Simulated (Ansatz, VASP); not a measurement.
## Two plane-wave programs on CdS

The input INCAR:

```
SYSTEM = CdS
PREC = Accurate
ENCUT = 500
EDIFF = 1E-6
ISMEAR = 0
SIGMA = 0.01
LREAL = .FALSE.
LASPH = .TRUE.
NELM = 120
ALGO = Normal
ISIF = 2
LWAVE = .FALSE.
LCHARG = .TRUE.
GGA = PS
LELF = .TRUE.
LVHAR = .TRUE.
NBANDS = 26
GGA_COMPAT = .FALSE.
```

KPOINTS

```
Automatic mesh
0
G
  6 6 4
  0 0 0
```

File POSCAR:

```
CdS
1.0
    4.1370000000      0.0000000000      0.0000000000
   -2.0685000000      3.5827470955      0.0000000000
    0.0000000000      0.0000000000      6.7160000000
Cd S
2 2
Direct
    0.3333333333      0.6666666667     -0.0000235313
    0.6666666667      0.3333333333      0.4999764687
    0.3333333333      0.6666666667      0.3770235313
    0.6666666667      0.3333333333      0.8770235313
```

Input for Ansatz:

```yaml
crystal:
  lattice:
    - [4.137, 0.0, 0.0]
    - [-2.0685, 3.5827470955, 0.0]
    - [0.0, 0.0, 6.716]
  atoms:
    - { symbol: Cd, position: [0.3333333333, 0.6666666667, -2.35313e-05] }
    - { symbol: Cd, position: [0.6666666667, 0.3333333333, 0.4999764687] }
    - { symbol: S, position: [0.3333333333, 0.6666666667, 0.3770235313] }
    - { symbol: S, position: [0.6666666667, 0.3333333333, 0.8770235313] }
basis:
  ecutwfc: 420
kpoints:
  mp_grid: { grid: [6, 6, 4] }
  band_path:
    path:
      - [0.0, 0.0, 0.0]
      - [0.0, 0.0, 0.0]
      - [0.3, 0.0, 0.0]
      - [0.5, 0.0, 0.3377655433]
      - [0.3333333333, 0.3333333333, 0.0]
      - [0.0, 0.0, 0.5]
      - [0.007901088, -0.003950544, 0.0]
      - [-0.007901088, 0.003950544, 0.0]
      - [0.0, 0.0, 0.0128266152]
      - [0.0, 0.0, -0.0128266152]
      - [0.007901088, -0.003950544, 0.0]
      - [-0.007901088, 0.003950544, 0.0]
      - [0.0, 0.0, 0.0128266152]
      - [0.0, 0.0, -0.0128266152]
    npoints: 1
hamiltonian:
  xc: pbesol
  pseudopotentials: { kind: paw, azcp: { folder: soft_1 } }
scf:
  occupations: { method: fixed }
  n_extra_bands: 6
output:
  forces: true
  stress: true
  eigenvalues: true
```

Alike in both runs: task single point; functional PBEsol; k mesh 6 × 6 × 4; no spin polarisation.

|  | VASP | Ansatz |
| --- | --- | --- |
| version | VASP 6.6.1 | Ansatz 0.2.0 |
| potentials or method | VASP PAW PBE potentials, release 64 (Cd, S), cutoff 500 eV | scalar-relativistic, plane waves, PAW |
| occupations | gaussian, width 0.01 eV | fixed |
| valence electrons in the cell | 36 | 52 |

```tsv
	VASP	Ansatz	Ansatz less VASP
gap on the k mesh at the Fermi level (eV)	1.08	1.08	-0.005
least direct gap on the mesh (eV)	1.08	1.08	-0.005
pressure (GPa)	-0.1	-0.4	-0.37
traceless stress, the component that is largest in VASP (GPa)	0.06	0.06	-0.003
```

VASP's potentials were made for PBE, not for PBEsol, and Ansatz warns of the same on its side. VASP's potentials hold 36 valence electrons a cell and Ansatz's 52, so a difference there can come from the potentials and not from the codes.
